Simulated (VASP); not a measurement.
Si:

```
Si
1.0
     4.03292    0.00000    0.00000
    -2.01646    3.31871    0.00000
     0.00000    0.00000    6.34124
Si
4
Direct
  0.33112 0.66225 0.06155
  0.66888 0.33775 0.56155
  0.33112 0.66225 0.43845
  0.66888 0.33775 0.93845
```

This cell differs from its parent crystal: uniaxial x strain +5.2%.

Base run:

```yaml
Program: VASP 6.6.1
Functional: r2SCAN
Potentials_or_basis: VASP PAW PBE potentials, release 64 (Si)
Cutoff: 520 eV
k_mesh: 12 × 12 × 4
Occupations: fermi-dirac, width 0.02 eV
Spin: no spin polarisation
```

Its results: band gap on the k mesh 0.06 eV (least direct gap 0.67 eV); pressure -4.6 GPa; largest force 0.003 eV/Å.

Problem. The run is repeated on the same cell with these changes: functional from r2SCAN to PBE; further incar settings from ALGO = Normal; EDIFF = 1e-06; NBANDS = 16 to ALGO = Normal; EDIFF = 1e-07; NBANDS = 16. What comes out?

Solution. Band gap on the k mesh zero (bands 8 and 9 overlap by 0.09 eV); pressure -3.1 GPa; largest force 0.028 eV/Å.

Caveats: the stress differs along the axes, from -9 to -2 GPa (at least some runs); the PAW data sets were made with another functional, which shifts forces and pressure a little (at least some runs); the stress differs along the axes, from -7 to -1 GPa (at least some runs); semilocal functionals underestimate gaps, and a narrow one can read as zero (at least some runs).

A k mesh can miss the band edges.
